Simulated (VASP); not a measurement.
# Co (Im-3m) in VASP: a series of runs

The runs below take Co through single point, with PBE.

All numbers are computed with VASP 6.6.1; they aren't measurements. Logs are shortened: lines on timing, memory, paths and dates and some standing lists are left out, and cuts for length are marked.

### Step 1. The cell of the first run

Symmetry: Im-3m, No. 229, cubic system. Conventional cell: a = 2.933 Å, b = 2.933 Å, c = 2.933 Å, α = 90.00°, β = 90.00°, γ = 90.00°. Within 3.4 Å of Co (site symmetry m-3m) lie 14 Co at 2.54 to 2.93 Å.

This isn't the form of Co at room conditions, which is hcp.

### Step 2. Single point, PBE, non-collinear spin, typed start

Contents of INCAR:

```
SYSTEM = Co
  PREC = Accurate
  ENCUT = 600
  EDIFF = 1E-6
  ISMEAR = 0
  SIGMA = 0.05
  LREAL = .False.
  LASPH = .True.
  NELM = 200
  ALGO = Normal
  ISIF = 2
  LWAVE = .False.
  LCHARG = .True.
  LNONCOLLINEAR = .True.
  MAGMOM = 0.461 -0.807 -1.047 -0.914 0.46 0.628
  LORBIT = 11
  LMAXMIX = 4
  GGA = PE
  LVHAR = .True.
  NBANDS = 30
  GGA_COMPAT = .False.
```

Contents of KPOINTS:

```
regular mesh
0
Gamma
  2 2 2
  0 0 0
```

Contents of POSCAR:

```
Co
1.0
    2.9332548000      0.0000000000      0.0000000000
    0.0000000000      2.9332548000      0.0000000000
    0.0000000000      0.0000000000      2.9332548000
Co
2
Direct
    0.0000000000      0.0000000000      0.0000000000
    0.5000000000      0.5000000000      0.5000000000
```

Potentials or basis: VASP PAW PBE potentials, release 64 (Co).

The run is started by

```console
$ cat potpaw_PBE.64/Co/POTCAR > POTCAR
$ mpirun -np 1 vasp_ncl > vasp.out
```

OUTCAR:

```text
SYSTEM = Co
   PREC = Accurate
   ENCUT = 600
   EDIFF = 1E-6
   ISMEAR = 0
   LREAL = .False.
   LASPH = .True.
   NELM = 200
   ISIF = 2
   LNONCOLLINEAR = .True.
   LORBIT = 11
   GGA = PE

 ion  position               nearest neighbor table
   1  0.000  0.000  0.000-   2 2.54   2 2.54   2 2.54   2 2.54   2 2.54   2 2.54   2 2.54   2 2.54

   2  0.500  0.500  0.500-   1 2.54   1 2.54   1 2.54   1 2.54   1 2.54   1 2.54   1 2.54   1 2.54

  LATTYP: Found a simple cubic cell.
 ALAT       =     2.9332548000

  Lattice vectors:

 A1 = (   2.9332548000,   0.0000000000,   0.0000000000)
 A2 = (   0.0000000000,   2.9332548000,   0.0000000000)
 A3 = (   0.0000000000,   0.0000000000,   2.9332548000)

Analysis of symmetry for initial positions (statically):
=====================================================================
 Subroutine PRICEL returns following result:

  LATTYP: Found a body centered cubic cell.
 ALAT       =     2.9332548000

  Lattice vectors:

 A1 = (   1.4666274000,   1.4666274000,  -1.4666274000)
 A2 = (  -1.4666274000,   1.4666274000,   1.4666274000)
 A3 = (   1.4666274000,  -1.4666274000,   1.4666274000)

   2 primitive cells build up your supercell.

 Routine SETGRP: Setting up the symmetry group for a
 simple cubic supercell.

 Subroutine GETGRP returns: Found 48 space group operations
 (whereof 48 operations were pure point group operations)
 out of a pool of 48 trial point group operations.

The static configuration has the point symmetry O_h .

Analysis of symmetry for dynamics (positions and initial velocities):
=====================================================================
 Subroutine PRICEL returns following result:

  LATTYP: Found a body centered cubic cell.
 ALAT       =     2.9332548000

  Lattice vectors:

 A1 = (   1.4666274000,   1.4666274000,  -1.4666274000)
 A2 = (  -1.4666274000,   1.4666274000,   1.4666274000)
 A3 = (   1.4666274000,  -1.4666274000,   1.4666274000)

   2 primitive cells build up your supercell.

 Routine SETGRP: Setting up the symmetry group for a
 simple cubic supercell.

 Subroutine GETGRP returns: Found 48 space group operations
 (whereof 48 operations were pure point group operations)
 out of a pool of 48 trial point group operations.

The dynamic configuration has the point symmetry O_h .

Analysis of structural, dynamic, and magnetic symmetry:
=====================================================================
 Subroutine PRICEL returns:
 Original cell was already a primitive cell.

 Routine SETGRP: Setting up the symmetry group for a
 simple cubic supercell.

 Subroutine GETGRP returns: Found  2 space group operations
 (whereof  2 operations were pure point group operations)
 out of a pool of 48 trial point group operations.

The overall configuration has the point symmetry S_2 .

 Subroutine INISYM returns: Found  2 space group operations
 (whereof  2 operations are pure point group operations),
 and found     1 'primitive' translations

----------------------------------------------------------------------------------------

                                     Primitive cell

  volume of cell :      25.2377

  direct lattice vectors                    reciprocal lattice vectors
     2.933254800  0.000000000  0.000000000     0.340918218  0.000000000  0.000000000
     0.000000000  2.933254800  0.000000000     0.000000000  0.340918218  0.000000000
     0.000000000  0.000000000  2.933254800     0.000000000  0.000000000  0.340918218

  length of vectors
     2.933254800  2.933254800  2.933254800     0.340918218  0.340918218  0.340918218

  position of ions in fractional coordinates (direct lattice)
     0.000000000  0.000000000  0.000000000
     0.500000000  0.500000000  0.500000000

  ion indices of the primitive-cell ions
   primitive index   ion index
                 1           1
                 2           2

----------------------------------------------------------------------------------------

 KPOINTS: regular mesh

Automatic generation of k-mesh.
 Grid dimensions read from file:
 generate k-points for:    2    2    2

 Generating k-lattice:

  Cartesian coordinates                     Fractional coordinates (reciprocal lattice)
     0.170459109  0.000000000  0.000000000     0.500000000  0.000000000  0.000000000
     0.000000000  0.170459109  0.000000000     0.000000000  0.500000000  0.000000000
     0.000000000  0.000000000  0.170459109     0.000000000  0.000000000  0.500000000

  Length of vectors
     0.170459109  0.170459109  0.170459109

  Shift w.r.t. Gamma in fractional coordinates (k-lattice)
     0.000000000  0.000000000  0.000000000

 Subroutine IBZKPT returns following result:
 ===========================================

 Found      8 irreducible k-points:

 Following reciprocal coordinates:
            Coordinates               Weight
  0.000000  0.000000  0.000000      1.000000
  0.500000  0.000000  0.000000      1.000000
  0.000000  0.500000  0.000000      1.000000
  0.000000  0.000000  0.500000      1.000000
  0.500000  0.500000  0.000000      1.000000
  0.000000  0.500000  0.500000      1.000000
  0.500000  0.000000  0.500000      1.000000
  0.500000  0.500000  0.500000      1.000000
   k-points           NKPTS =      8   k-points in BZ     NKDIM =      8   number of bands    NBANDS=     30
   number of dos      NEDOS =    301   number of ions     NIONS =      2
   total plane-waves  NPLWV =  13824
   dimension x,y,z NGX =    24 NGY =   24 NGZ =   24
   dimension x,y,z NGXF=    48 NGYF=   48 NGZF=   48
   ions per type =               2
   NGX,Y,Z   is equivalent  to a cutoff of  13.60, 13.60, 13.60 a.u.
   NGXF,Y,Z  is equivalent  to a cutoff of  27.20, 27.20, 27.20 a.u.
 SYSTEM =  Co
   PREC   = accura    normal or accurate (medium, high low for compatibility)
   ISTART =      0    job   : 0-new  1-cont  2-samecut
   ICHARG =      2    charge: 1-file 2-atom 10-const
   ISPIN  =      1    spin polarized calculation?
   LNONCOLLINEAR =      T non collinear calculations
   LSORBIT =      F    spin-orbit coupling
   LASPH  =      T    aspherical Exc in radial PAW
   ENCUT  =  600.0 eV  44.10 Ry    6.64 a.u.   5.86  5.86  5.86*2*pi/ulx,y,z
   NELM   =    200;   NELMIN=  2; NELMDL= -5     # of ELM steps
   EDIFF  = 0.1E-05   stopping-criterion for ELM
   LREAL  =      F    real-space projection
   EDIFFG = 0.1E-04   stopping-criterion for IOM
   NSW    =      0    number of steps for IOM
   IBRION =     -1    ionic relax: 0-MD 1-quasi-New 2-CG
   NFREE  =      0    steps in history (QN), initial steepest desc. (CG)
   ISIF   =      2    stress and relaxation
   ISYM   =      2    0-nonsym 1-usesym 2-fastsym
   POTIM  = 0.5000    time-step for ionic-motion
   TEBEG  =    0.0;   TEEND  =   0.0 temperature during run
   PSTRESS=    0.0 pullay stress
   NELECT =      18.0000    total number of electrons
   NUPDOWN=      -1.0000    fix difference up-down
   EMIN   =  10.00;   EMAX   =-10.00  energy-range for DOS
   EFERMI =   0.00;   METHOD = LEGACY
   ISMEAR =     0;   SIGMA  =   0.05  broadening in eV -4-tet -1-fermi 0-gaus
   EFERMI_NEDOS =   21; number of points for ismear=-14 and -15
   IALGO  =     38    algorithm
   IMIX   =      4    mixing-type and parameters
     AMIX     =   0.40;   BMIX     =  1.00
     AMIX_MAG =   1.60;   BMIX_MAG =  1.00
  volume/ion in A,a.u.               =      12.62        85.16
  Fermi-wavevector in a.u.,A,eV,Ry     =   1.462680  2.764064 29.108735  2.139432
  Thomas-Fermi vector in A             =   2.578864
   LORBIT       =     11    0 simple, 1 ext, 2 COOP (PROOUT), +10 PAW based schemes
   GGA     = PE    functional components
   LHFCALC =     F    Hartree Fock is set to
   AEXX    =    0.0000 exact exchange contribution
   IVDW    =     0    specifies the selected vdW correction
   LEPSILON=     F    determine dielectric tensor
   LRPA    =     F    only Hartree local field effects (RPA)
 Gauss-broadening in eV      SIGMA  =   0.05
  energy-cutoff  :      600.00
  volume of cell :       25.24
 maximum number of plane-waves:      1704
 NGX is ok and might be reduce to    24
   NGX = 11   NGY = 11   NGZ = 11

 number of electron      18.0000016 magnetization      -1.2542508     -0.7220512     -0.8504963

 Free energy of the ion-electron system (eV)
  ---------------------------------------------------
  ext. energy  EPLUGINS =         0.00000000
  ---------------------------------------------------
  free energy    TOTEN  =       -11.63140011 eV

  energy without entropy =      -11.61595668  energy(sigma->0) =      -11.62367840

 E-fermi :   8.2679     XC(G=0): -12.5472

 val. band max:        8.2518357179   @ k =   0.5000   0.5000   0.0000
 cond. band min:       8.3113316218   @ k =   0.0000   0.0000   0.0000
 fundamental gap:      0.0594959040
 Fermi energy:         8.2678593944

 k-point     1 :       0.0000    0.0000    0.0000
  band No.  band energies     occupation
      1      -0.1258      1.00000
      2       0.5922      1.00000
      3       4.0655      1.00000
      4       4.0655      1.00000
      5       4.7317      1.00000
      6       4.7317      1.00000
[... 253 lines left out ...]
     29      16.2143      0.00000
     30      16.2144      0.00000

------------------------ aborting loop because EDIFF is reached ----------------------------------------

  FORCE on cell =-STRESS in cart. coord.  units (eV):
  Direction    XX          YY          ZZ          XY          YZ          ZX
  --------------------------------------------------------------------------------------
  -------------------------------------------------------------------------------------
  Total       -1.8164797     -1.8165162     -1.8164242     -0.0000002      0.0000009     -0.0000001
  in kB     -115.3165808   -115.3189000   -115.3130563     -0.0000143      0.0000544     -0.0000039
  external PRESSURE =    -115.3161790 kB  Pullay stress =       0.0000000 kB

 VOLUME and BASIS-vectors are now :
 -----------------------------------------------------------------------------
  energy-cutoff  :      600.00
  volume of cell :       25.24
      direct lattice vectors                 reciprocal lattice vectors
     2.933254800  0.000000000  0.000000000     0.340918218  0.000000000  0.000000000
     0.000000000  2.933254800  0.000000000     0.000000000  0.340918218  0.000000000
     0.000000000  0.000000000  2.933254800     0.000000000  0.000000000  0.340918218

 POSITION                                       TOTAL-FORCE (eV/Angst)
 -----------------------------------------------------------------------------------
      0.00000      0.00000      0.00000         0.000000      0.000000      0.000000
      1.46663      1.46663      1.46663         0.000000      0.000000      0.000000
 -----------------------------------------------------------------------------------
    total drift:                                0.000000     -0.000000     -0.000000

  FREE ENERGIE OF THE ION-ELECTRON SYSTEM (eV)
  ---------------------------------------------------
  free  energy   TOTEN  =       -11.6314001126 eV

  energy  without entropy=      -11.6159566820  energy(sigma->0) =      -11.62367840

 total charge

# of ion       s       p       d       tot
------------------------------------------
    1        0.433   0.450   7.125   8.008
    2        0.433   0.450   7.125   8.008
--------------------------------------------------
tot          0.865   0.900  14.250  16.015

 magnetization (x)

# of ion       s       p       d       tot
------------------------------------------
    1        0.018  -0.152   0.639   0.505
    2       -0.040  -0.162  -1.290  -1.492
--------------------------------------------------
tot         -0.023  -0.314  -0.651  -0.988

 magnetization (y)

# of ion       s       p       d       tot
------------------------------------------
    1       -0.026  -0.094  -0.837  -0.957
    2        0.013  -0.087   0.463   0.389
--------------------------------------------------
tot         -0.013  -0.181  -0.375  -0.569

 magnetization (z)

# of ion       s       p       d       tot
------------------------------------------
    1       -0.034  -0.111  -1.092  -1.237
    2        0.018  -0.102   0.651   0.567
--------------------------------------------------
tot         -0.015  -0.213  -0.441  -0.670
```

It took 33 s on 1 thread of Intel Xeon 6975P-C (Granite Rapids), shared host; peak memory 0.2 GiB.

Results:

```
Free energy                                           : -11.6314 eV
Pressure                                              : -11.5 GPa
Band gap on the k mesh                                : zero (bands 18 and 19 overlap by 1.28 eV)
Net moment                                            : 1.68 μB per cell
Valence electrons inside the program's atomic spheres : Co 8.01
```

Levels at points of the mesh, in eV from the Fermi level:
```csv
k point,band 12,band 13,band 14,band 15,band 16,band 17,band 18,band 19,band 20,band 21
"(0.00, 0.00, 0.00)",-1.86,-0.74,-0.74,-0.08,-0.08,0.04,0.04,0.04,0.35,0.35
"(0.50, 0.00, 0.00)",-1.54,-1.18,-1.18,-0.92,-0.92,-0.92,-0.92,-0.66,-0.66,-0.30
"(0.00, 0.50, 0.00)",-1.54,-1.18,-1.18,-0.92,-0.92,-0.92,-0.92,-0.66,-0.66,-0.30
"(0.00, 0.00, 0.50)",-1.54,-1.18,-1.18,-0.92,-0.92,-0.92,-0.92,-0.66,-0.66,-0.30
"(0.50, 0.50, 0.00)",-1.20,-0.06,-0.06,-0.02,-0.02,0.16,0.16,0.50,0.50,0.59
"(0.00, 0.50, 0.50)",-1.20,-0.06,-0.06,-0.02,-0.02,0.16,0.16,0.50,0.50,0.59
"(0.50, 0.00, 0.50)",-1.20,-0.06,-0.06,-0.02,-0.02,0.16,0.16,0.50,0.50,0.59
"(0.50, 0.50, 0.50)",-2.17,-1.54,-1.54,-1.54,-1.54,0.62,0.62,0.62,0.62,7.25
```

Moments on the atoms (μB; x, y, z):
```
Co   0.51 -0.96 -1.24
Co  -1.49  0.39  0.57
```

Caveat: the k points lie up to 1.07 Å⁻¹ apart, too coarse for converged energies and pressures of a metal.

### Step 3. Single point, PBE, non-collinear spin, typed start

Contents of INCAR:

```
ALGO     = Normal         # electronic algorithm
EDIFF    = 1E-6           # SCF threshold, eV
ENCUT    = 600            # plane-wave cutoff, eV
GGA      = PE             # functional
GGA_COMPAT= False        
ISIF     = 2              # what is computed and relaxed
ISMEAR   = 0              # smearing method
LASPH    = True           # aspherical terms in the spheres
LCHARG   = True           # write CHGCAR
LMAXMIX  = 4              # l up to which the mixer works
LNONCOLLINEAR= True           # non-collinear magnetism
LORBIT   = 11             # projections on sites
LREAL    = False          # projectors in reciprocal space
LVHAR    = True         
LWAVE    = False          # write WAVECAR
MAGMOM   = 0 0 1.4 0 0 1.2 # initial moments
NBANDS   = 30             # bands
NELM     = 200            # most SCF steps
PREC     = Accurate       # precision mode
SIGMA    = 0.05           # smearing width, eV
```

Contents of KPOINTS:

```
k-points
0
Gamma
  2 2 2
```

POSCAR is that of step 2.

Potentials or basis: VASP PAW PBE potentials, release 64 (Co).

The run is started by

```console
$ cat potpaw_PBE.64/Co/POTCAR > POTCAR
$ mpirun -np 1 vasp_ncl > vasp.out
```

Run time: 12 s. Hardware: 1 thread of Intel Xeon 6975P-C (Granite Rapids), shared host; peak memory 0.18 GiB.

Results (log left out):

- Free energy: -12.4226 eV
- Pressure: -6.2 GPa
- Band gap on the k mesh: zero (bands 18 and 19 overlap by 1.62 eV)
- Net moment: 5.25 μB per cell
- Valence electrons inside the program's atomic spheres: Co 8.00

Levels at points of the mesh, in eV from the Fermi level:
| k point | band 13 | band 14 | band 15 | band 16 | band 17 | band 18 | band 19 | band 20 |
| --- | --- | --- | --- | --- | --- | --- | --- | --- |
| (0.00, 0.00, 0.00) | -1.09 | -1.09 | -0.97 | -0.97 | -0.97 | 0.80 | 0.80 | 0.99 |
| (0.50, 0.00, 0.00) | -1.15 | -1.15 | -0.86 | -0.86 | -0.64 | -0.64 | -0.64 | -0.64 |
| (0.00, 0.00, 0.50) | -1.16 | -1.15 | -0.86 | -0.86 | -0.64 | -0.64 | -0.64 | -0.64 |
| (0.50, 0.50, 0.00) | -0.89 | -0.89 | -0.29 | -0.29 | 0.60 | 0.61 | 0.66 | 0.66 |
| (0.00, 0.50, 0.50) | -0.89 | -0.89 | -0.29 | -0.29 | 0.60 | 0.61 | 0.66 | 0.66 |
| (0.50, 0.50, 0.50) | -1.91 | -1.91 | -1.91 | -1.91 | 0.98 | 0.98 | 0.99 | 0.99 |

Moments on the atoms (μB; x, y, z):
```
Co  0.00 0.00 2.44
Co  0.00 0.00 2.44
```

Caveat: the k points lie up to 1.07 Å⁻¹ apart, too coarse for converged energies and pressures of a metal.
